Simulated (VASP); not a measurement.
Wanted: the native input for a VASP 6.6.1 run.

```yaml
Task: single point
Functional: BLYP
Potentials_or_basis: VASP PAW PBE potentials, release 64 (K_sv)
Cutoff: 520 eV
k_mesh: 7 × 7 × 9
Occupations: fermi-dirac, width 0.1 eV
Spin: no spin polarisation
Dipole_correction: no
Further_INCAR_settings: ALGO = Normal; EDIFF = 1e-06; NBANDS = 20
```

The structure of K lies in POSCAR:

```
K
1.0
    7.6251699192      0.0000000000      0.0000000000
   -3.8125849596      6.6035908582      0.0000000000
    0.0000000000      0.0000000000      4.5627453971
K
3
Direct
    0.0000000000      0.0000000000      1.0000000000
    0.3333333333      0.6666666667      0.5000000000
    0.6666666667      0.3333333333      0.5000000000
```

This isn't the form of K at room conditions, which is bcc.

These files were run (other wordings do the same):

INCAR

```
SYSTEM = K
AGGAC = 1.0 ; AGGAX = 1.0
ALDAC = 0.0 ; ALDAX = 1.0
ALGO = Normal ; EDIFF = 1E-6
ENCUT = 520 ; GGA = B5
ISIF = 2 ; ISMEAR = -1
LASPH = .TRUE. ; LCHARG = .FALSE.
LREAL = .FALSE. ; LWAVE = .FALSE.
NBANDS = 20 ; NELM = 60
PREC = Accurate ; SIGMA = 0.1
```

KPOINTS

```
k-points
0
G
  7 7 9
  0 0 0
```

Potentials or basis: VASP PAW PBE potentials, release 64 (K_sv).

Command:

```console
$ cat potpaw_PBE.64/K_sv/POTCAR > POTCAR
$ mpirun -np 1 vasp_std > vasp.out
```

It gave:

```yaml
Pressure: 0.0 GPa
Band_gap_on_the_k_mesh: zero (an odd number of electrons rules out a gap without spin polarisation)
```

Caveat: the PAW data sets were made with another functional, which shifts forces and pressure a little.

Wall time 3 min on 1 thread of Intel(R) Xeon(R) 6975P-C (Granite Rapids) (shared host), peak memory 0.38 GiB.
